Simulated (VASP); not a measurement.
# NaCl (I4/mmm) in VASP: notebook

Runs on NaCl. Level: PBEsol. Tasks: single point.

All numbers are computed with VASP 6.6.1; they aren't measurements. Logs are shortened: lines on timing, memory, paths and dates and some standing lists are left out, and cuts for length are marked.

### Step 1. The cell of the first run

It takes space group I4/mmm (No. 139, tetragonal). The conventional cell has a = 3.922 Å, b = 3.922 Å, c = 5.631 Å, α = 90.00°, β = 90.00°, γ = 90.00°. Within 3.7 Å of Na (site symmetry 4/mmm) lie 6 Cl at 2.77 to 2.82 Å. Cl (site symmetry 4/mmm) has 6 Na at 2.77 to 2.82 Å within 3.7 Å.

### Step 2. Single point, PBEsol (film at in-plane strain -0.01)

Contents of INCAR:

```
SYSTEM = NaCl
PREC = Accurate
ENCUT = 520
EDIFF = 1E-6
ISMEAR = 0
SIGMA = 0.01
LREAL = .FALSE.
LASPH = .TRUE.
NELM = 80
ALGO = Normal
ISIF = 2
LWAVE = .FALSE.
LCHARG = .FALSE.
GGA = PS
NBANDS = 14
```

Contents of KPOINTS:

```
Automatic mesh
0
G
  8 8 8
  0 0 0
```

Contents of POSCAR:

```
NaCl
1.0
    2.7729429712      2.7729429712      0.0000000000
   -2.7729429712      2.7729429712      0.0000000000
    0.0000000000      2.7729429712      2.8155149406
Na Cl
1 1
Direct
    0.0000000000      0.0000000000      0.0000000000
    0.5000000000      0.5000000000      0.0000000000
```

Potentials or basis: VASP PAW PBE potentials, release 64 (Na_pv, Cl).

Started as:

```sh
$ cat potpaw_PBE.64/Na_pv/POTCAR potpaw_PBE.64/Cl/POTCAR > POTCAR
$ mpirun -np 1 vasp_std > vasp.out
```

OUTCAR:

```text
SYSTEM = NaCl
   PREC = Accurate
   ENCUT = 520
   EDIFF = 1E-6
   ISMEAR = 0
   LREAL = .FALSE.
   LASPH = .TRUE.
   NELM = 80
   ISIF = 2
   GGA = PS

 ion  position               nearest neighbor table
   1  0.000  0.000  0.000-
   2  0.500  0.500  0.000-

  LATTYP: Found a body centered tetragonal cell.
 ALAT       =     3.9215335576
 C/A-ratio  =     1.4359254609

  Lattice vectors:

 A1 = (   2.7729429712,   0.0000000000,  -2.8155149406)
 A2 = (  -2.7729429712,   0.0000000000,  -2.8155149406)
 A3 = (   0.0000000000,   2.7729429712,   2.8155149406)

Analysis of symmetry for initial positions (statically):
=====================================================================
 Subroutine PRICEL returns:
 Original cell was already a primitive cell.

 Routine SETGRP: Setting up the symmetry group for a
 body centered tetragonal supercell.

 Subroutine GETGRP returns: Found 16 space group operations
 (whereof 16 operations were pure point group operations)
 out of a pool of 16 trial point group operations.

The static configuration has the point symmetry D_4h.

Analysis of symmetry for dynamics (positions and initial velocities):
=====================================================================
 Subroutine PRICEL returns:
 Original cell was already a primitive cell.

 Routine SETGRP: Setting up the symmetry group for a
 body centered tetragonal supercell.

 Subroutine GETGRP returns: Found 16 space group operations
 (whereof 16 operations were pure point group operations)
 out of a pool of 16 trial point group operations.

The dynamic configuration has the point symmetry D_4h.

 Subroutine INISYM returns: Found 16 space group operations
 (whereof 16 operations are pure point group operations),
 and found     1 'primitive' translations

----------------------------------------------------------------------------------------

                                     Primitive cell

  volume of cell :      43.2982

  direct lattice vectors                    reciprocal lattice vectors
     2.772942971  2.772942971  0.000000000     0.180313842  0.180313842 -0.177587408
    -2.772942971  2.772942971  0.000000000    -0.180313842  0.180313842 -0.177587408
     0.000000000  2.772942971  2.815514941     0.000000000  0.000000000  0.355174816

  length of vectors
     3.921533558  3.921533558  3.951751144     0.310746602  0.310746602  0.355174816

  position of ions in fractional coordinates (direct lattice)
     0.000000000  0.000000000  0.000000000
     0.500000000  0.500000000  0.000000000

  ion indices of the primitive-cell ions
   primitive index   ion index
                 1           1
                 2           2

----------------------------------------------------------------------------------------

 KPOINTS: Automatic mesh

Automatic generation of k-mesh.
 Grid dimensions read from file:
 generate k-points for:    8    8    8

 Generating k-lattice:

  Cartesian coordinates                     Fractional coordinates (reciprocal lattice)
     0.022539230  0.022539230 -0.022198426     0.125000000  0.000000000 -0.000000000
    -0.022539230  0.022539230 -0.022198426     0.000000000  0.125000000 -0.000000000
     0.000000000  0.000000000  0.044396852     0.000000000  0.000000000  0.125000000

  Length of vectors
     0.038843325  0.038843325  0.044396852

  Shift w.r.t. Gamma in fractional coordinates (k-lattice)
     0.000000000  0.000000000  0.000000000

 Subroutine IBZKPT returns following result:
 ===========================================

 Found     59 irreducible k-points:

 Following reciprocal coordinates:
            Coordinates               Weight
  0.000000  0.000000  0.000000      1.000000
  0.125000  0.000000 -0.000000      8.000000
  0.250000  0.000000 -0.000000      8.000000
  0.375000  0.000000 -0.000000      8.000000
  0.500000  0.000000 -0.000000      4.000000
  0.125000  0.125000 -0.000000      8.000000
[... 16 lines left out ...]
  0.250000  0.000000  0.125000      4.000000
  0.375000  0.000000  0.125000      8.000000
 [... further k-points ...]
   k-points           NKPTS =     59   k-points in BZ     NKDIM =     59   number of bands    NBANDS=     14
   number of dos      NEDOS =    301   number of ions     NIONS =      2
   total plane-waves  NPLWV =  27000
   dimension x,y,z NGX =    30 NGY =   30 NGZ =   30
   dimension x,y,z NGXF=    60 NGYF=   60 NGZF=   60
   ions per type =               1   1
   NGX,Y,Z   is equivalent  to a cutoff of  12.72, 12.72, 12.62 a.u.
   NGXF,Y,Z  is equivalent  to a cutoff of  25.44, 25.44, 25.24 a.u.
 SYSTEM =  NaCl
   PREC   = accura    normal or accurate (medium, high low for compatibility)
   ISTART =      0    job   : 0-new  1-cont  2-samecut
   ICHARG =      2    charge: 1-file 2-atom 10-const
   ISPIN  =      1    spin polarized calculation?
   LNONCOLLINEAR =      F non collinear calculations
   LSORBIT =      F    spin-orbit coupling
   LASPH  =      T    aspherical Exc in radial PAW
   ENCUT  =  520.0 eV  38.22 Ry    6.18 a.u.   7.29  7.29  7.35*2*pi/ulx,y,z
   NELM   =     80;   NELMIN=  2; NELMDL= -5     # of ELM steps
   EDIFF  = 0.1E-05   stopping-criterion for ELM
   LREAL  =      F    real-space projection
   EDIFFG = 0.1E-04   stopping-criterion for IOM
   NSW    =      0    number of steps for IOM
   IBRION =     -1    ionic relax: 0-MD 1-quasi-New 2-CG
   NFREE  =      0    steps in history (QN), initial steepest desc. (CG)
   ISIF   =      2    stress and relaxation
   ISYM   =      2    0-nonsym 1-usesym 2-fastsym
   POTIM  = 0.5000    time-step for ionic-motion
   TEBEG  =    0.0;   TEEND  =   0.0 temperature during run
   PSTRESS=    0.0 pullay stress
   NELECT =      14.0000    total number of electrons
   NUPDOWN=      -1.0000    fix difference up-down
   EMIN   =  10.00;   EMAX   =-10.00  energy-range for DOS
   EFERMI =   0.00;   METHOD = LEGACY
   ISMEAR =     0;   SIGMA  =   0.01  broadening in eV -4-tet -1-fermi 0-gaus
   EFERMI_NEDOS =   21; number of points for ismear=-14 and -15
   IALGO  =     38    algorithm
   IMIX   =      4    mixing-type and parameters
     AMIX     =   0.40;   BMIX     =  1.00
     AMIX_MAG =   1.60;   BMIX_MAG =  1.00
  volume/ion in A,a.u.               =      21.65       146.10
  Fermi-wavevector in a.u.,A,eV,Ry     =   1.123641  2.123374 17.178298  1.262569
  Thomas-Fermi vector in A             =   2.260308
   LORBIT       =      0    0 simple, 1 ext, 2 COOP (PROOUT), +10 PAW based schemes
   GGA     = PS    functional components
   LHFCALC =     F    Hartree Fock is set to
   AEXX    =    0.0000 exact exchange contribution
   IVDW    =     0    specifies the selected vdW correction
   LEPSILON=     F    determine dielectric tensor
   LRPA    =     F    only Hartree local field effects (RPA)
 non-spin polarized calculation
 Gauss-broadening in eV      SIGMA  =   0.01
  energy-cutoff  :      520.00
  volume of cell :       43.30
 maximum number of plane-waves:      1195
 NGX is ok and might be reduce to    30
   NGX = 15   NGY = 15   NGZ = 15

 number of electron      14.0000010 magnetization

 Free energy of the ion-electron system (eV)
  ---------------------------------------------------
  ext. energy  EPLUGINS =         0.00000000
  ---------------------------------------------------
  free energy    TOTEN  =        -6.99622958 eV

  energy without entropy =       -6.99622958  energy(sigma->0) =       -6.99622958

 E-fermi :  -0.5186     XC(G=0):  -8.4895

 val. band max:       -0.5703964120   @ k =   0.0000   0.0000   0.0000
 cond. band min:       4.4861507821   @ k =   0.0000   0.0000   0.0000
 fundamental gap:      5.0565471941
 Fermi energy:        -0.5186261845

 k-point     1 :       0.0000    0.0000    0.0000
  band No.  band energies     occupation
      1     -21.1652      2.00000
      2     -21.1637      2.00000
      3     -21.1637      2.00000
      4     -13.3052      2.00000
      5      -0.5809      2.00000
      6      -0.5809      2.00000
      7      -0.5704      2.00000
      8       4.4862      0.00000
      9      10.3747      0.00000
     10      10.4937      0.00000
     11      10.4937      0.00000
     12      12.6233      0.00000
     13      12.8173      0.00000
     14      14.1524      0.00000

 k-point     2 :       0.1250    0.0000   -0.0000
  band No.  band energies     occupation
      1     -21.1696      2.00000
      2     -21.1651      2.00000
      3     -21.1640      2.00000
      4     -13.2518      2.00000
      5      -0.9803      2.00000
      6      -0.6236      2.00000
      7      -0.6209      2.00000
      8       5.0051      0.00000
      9       9.8887      0.00000
     10      10.6139      0.00000
     11      10.7009      0.00000
     12      12.3794      0.00000
     13      12.5428      0.00000
     14      15.1490      0.00000

 k-point     3 :       0.2500    0.0000   -0.0000
  band No.  band energies     occupation
      1     -21.1825      2.00000
      2     -21.1662      2.00000
      3     -21.1647      2.00000
      4     -13.1189      2.00000
      5      -1.7680      2.00000
      6      -0.7309      2.00000
      7      -0.7232      2.00000
      8       5.9829      0.00000
      9       9.3619      0.00000
     10      10.7068      0.00000
     11      10.8478      0.00000
     12      12.6436      0.00000
     13      12.7080      0.00000
     14      15.1660      0.00000
[... 324 lines left out ...]
 k-point    23 :       0.2500    0.0000    0.1250
  band No.  band energies     occupation
      1     -21.1759      2.00000
      2     -21.1680      2.00000
      3     -21.1638      2.00000
      4     -13.1710      2.00000
      5      -1.4174      2.00000
      6      -0.7995      2.00000
      7      -0.6535      2.00000
      8       5.6998      0.00000
      9       9.3393      0.00000
     10      10.7032      0.00000
     11      11.0508      0.00000
     12      11.8187      0.00000
     13      12.9161      0.00000
     14      16.1350      0.00000

 k-point    24 :       0.3750    0.0000    0.1250
  band No.  band energies     occupation
      1     -21.1872      2.00000
      2     -21.1702      2.00000
      3     -21.1645      2.00000
      4     -13.0383      2.00000
      5      -2.0272      2.00000
      6      -1.0047      2.00000
      7      -0.7522      2.00000
      8       6.6277      0.00000
      9       9.1053      0.00000
     10      10.2765      0.00000
     11      11.0428      0.00000
     12      12.2667      0.00000
     13      14.1168      0.00000
     14      15.9303      0.00000

 [... further k-points ...]

------------------------ aborting loop because EDIFF is reached ----------------------------------------

  FORCE on cell =-STRESS in cart. coord.  units (eV):
  Direction    XX          YY          ZZ          XY          YZ          ZX
  --------------------------------------------------------------------------------------
  -------------------------------------------------------------------------------------
  Total        0.1840690      0.1840690     -0.0081580      0.0000000      0.0000000      0.0000000
  in kB        6.8111667      6.8111667     -0.3018735      0.0000000      0.0000000      0.0000000
  external PRESSURE =       4.4401533 kB  Pullay stress =       0.0000000 kB

 VOLUME and BASIS-vectors are now :
 -----------------------------------------------------------------------------
  energy-cutoff  :      520.00
  volume of cell :       43.30
      direct lattice vectors                 reciprocal lattice vectors
     2.772942971  2.772942971  0.000000000     0.180313842  0.180313842 -0.177587408
    -2.772942971  2.772942971  0.000000000    -0.180313842  0.180313842 -0.177587408
     0.000000000  2.772942971  2.815514941     0.000000000  0.000000000  0.355174816

 POSITION                                       TOTAL-FORCE (eV/Angst)
 -----------------------------------------------------------------------------------
      0.00000      0.00000      0.00000        -0.000000      0.000000      0.000000
      0.00000      2.77294      0.00000         0.000000     -0.000000      0.000000
 -----------------------------------------------------------------------------------
    total drift:                               -0.000000      0.000000      0.000000

  FREE ENERGIE OF THE ION-ELECTRON SYSTEM (eV)
  ---------------------------------------------------
  free  energy   TOTEN  =        -6.9962295845 eV

  energy  without entropy=       -6.9962295845  energy(sigma->0) =       -6.99622958
```

It took 46 s on 1 thread of Intel Xeon 8259CL, shared host; peak memory 0.18 GiB.

What came out:

```yaml
Free_energy: -6.9962 eV
Pressure: 0.4 GPa
Band_gap_on_the_k_mesh: 5.06 eV
```

Levels at points of the mesh, in eV from the valence-band top:
```tsv
k point	band 4	band 5	band 6	band 7	band 8	band 9	band 10	band 11
(0.00, 0.00, 0.00)	-12.73	-0.01	-0.01	0.00	5.06	10.95	11.06	11.06
(0.50, 0.00, 0.00)	-12.35	-2.09	-0.31	-0.29	7.13	10.77	10.86	11.02
(0.50, 0.50, 0.00)	-12.29	-1.80	-0.69	-0.64	7.53	7.83	11.42	14.78
(0.00, 0.00, 0.50)	-12.31	-1.81	-0.63	-0.63	7.53	7.89	11.27	14.99
```

Caveat: the cell differs from its parent crystal (film at in-plane strain -0.01); the PAW data sets were made with another functional, which shifts forces and pressure a little.

### Step 3. Single point, PBEsol (in-plane strain -0.005, then relaxed in part)

Contents of INCAR:

```
SYSTEM = NaCl
PREC     = Accurate       ! precision mode
ENCUT    = 520            ! plane-wave cutoff, eV
EDIFF    = 1E-6           ! SCF threshold, eV
ISMEAR   = 0              ! smearing method
SIGMA    = 0.01           ! smearing width, eV
LREAL    = .False.        ! projectors in reciprocal space
LASPH    = .True.         ! aspherical terms in the spheres
NELM     = 60             ! most SCF steps
ALGO     = Normal         ! electronic algorithm
ISIF     = 2              ! what is computed and relaxed
LWAVE    = .False.        ! write WAVECAR
LCHARG   = .True.         ! write CHGCAR
GGA      = PS             ! functional
LELF     = .True.         ! ELF
LVHAR    = .True.       
NBANDS   = 14             ! bands
```

Contents of KPOINTS:

```
regular mesh
0
Gamma
  8 8 8
  0 0 0
```

Contents of POSCAR:

```
NaCl
1.0
    2.7869477336      2.7869477336      0.0000000000
   -2.7869477336      2.7869477336      0.0000000000
    0.0000000000      2.7869477336      2.8093553536
Na Cl
1 1
Direct
    0.0000000000      0.0000000000      0.0000000000
    0.5000000000      0.5000000000      0.0000000000
```

Potentials or basis: VASP PAW PBE potentials, release 64 (Na_pv, Cl).

Started as:

```sh
$ cat potpaw_PBE.64/Na_pv/POTCAR potpaw_PBE.64/Cl/POTCAR > POTCAR
$ mpirun -np 1 vasp_std > vasp.out
```

Wall time 48 s (1 thread of Intel Xeon 8259CL, shared host); peak memory 0.18 GiB.

Results (log left out):

| Property | Result |
| --- | --- |
| Free energy | -6.9977 eV |
| Pressure | 0.2 GPa |
| Band gap on the k mesh | 5.03 eV |

Stress tensor (GPa, compression positive):
```
 0.34  0.00  0.00
 0.00  0.34  0.00
 0.00  0.00 -0.03
```

Levels at points of the mesh, in eV from the valence-band top:
| k point | band 3 | band 4 | band 5 | band 6 | band 7 | band 8 | band 9 | band 10 | band 11 | band 12 |
| --- | --- | --- | --- | --- | --- | --- | --- | --- | --- | --- |
| (0.00, 0.00, 0.00) | -20.60 | -12.71 | -0.01 | -0.01 | 0.00 | 5.03 | 10.98 | 11.04 | 11.04 | 13.23 |
| (0.50, 0.00, 0.00) | -20.61 | -12.34 | -2.06 | -0.29 | -0.28 | 7.12 | 10.71 | 10.88 | 10.96 | 15.00 |
| (0.50, 0.50, 0.00) | -20.61 | -12.28 | -1.78 | -0.66 | -0.63 | 7.51 | 7.85 | 11.34 | 14.78 | 14.89 |
| (0.00, 0.00, 0.50) | -20.61 | -12.29 | -1.79 | -0.63 | -0.63 | 7.51 | 7.88 | 11.27 | 14.89 | 14.89 |

Caveat: the cell differs from its parent crystal (in-plane strain -0.005, then relaxed in part); the PAW data sets were made with another functional, which shifts forces and pressure a little.

### Step 4. Single point, PBEsol (in-plane strain -0.005)

Contents of INCAR:

```
ALGO = Normal
EDIFF = 1E-7
ENCUT = 520
GGA = PS
ISIF = 2
ISMEAR = 0
LASPH = True
LCHARG = False
LREAL = False
LWAVE = False
NBANDS = 14
NELM = 80
PREC = Accurate
SIGMA = 0.01
```

Contents of KPOINTS:

```
k-points
0
Gamma
  8 8 8
```

POSCAR is that of step 3.

Started as:

```sh
$ cat potpaw_PBE.64/Na_pv/POTCAR potpaw_PBE.64/Cl/POTCAR > POTCAR
$ mpirun -np 1 vasp_std > vasp.out
```

Run time: 51 s. Hardware: 1 thread of Intel Xeon 8259CL, shared host; peak memory 0.18 GiB.

Results (log left out):

| Item | Value |
| --- | --- |
| Free energy | -6.9977 eV |
| Pressure | 0.2 GPa |
| Band gap on the k mesh | 5.03 eV |

Stress tensor (GPa, compression positive):
```
 0.33  0.00  0.00
 0.00  0.33  0.00
 0.00  0.00 -0.03
```

Levels at points of the mesh, in eV from the valence-band top:
```csv
k point,band 3,band 4,band 5,band 6,band 7,band 8,band 9,band 10,band 11,band 12
"(0.00, 0.00, 0.00)",-20.60,-12.71,-0.01,-0.01,0.00,5.03,10.98,11.04,11.04,13.23
"(0.50, 0.00, 0.00)",-20.61,-12.34,-2.06,-0.29,-0.28,7.12,10.71,10.88,10.96,15.00
"(0.50, 0.50, 0.00)",-20.61,-12.28,-1.78,-0.66,-0.63,7.51,7.85,11.34,14.78,14.89
"(0.00, 0.00, 0.50)",-20.61,-12.29,-1.79,-0.63,-0.63,7.51,7.88,11.27,14.89,14.89
```

Caveat: the cell differs from its parent crystal (in-plane strain -0.005); the PAW data sets were made with another functional, which shifts forces and pressure a little.

(Continued in part 2 of 2.)
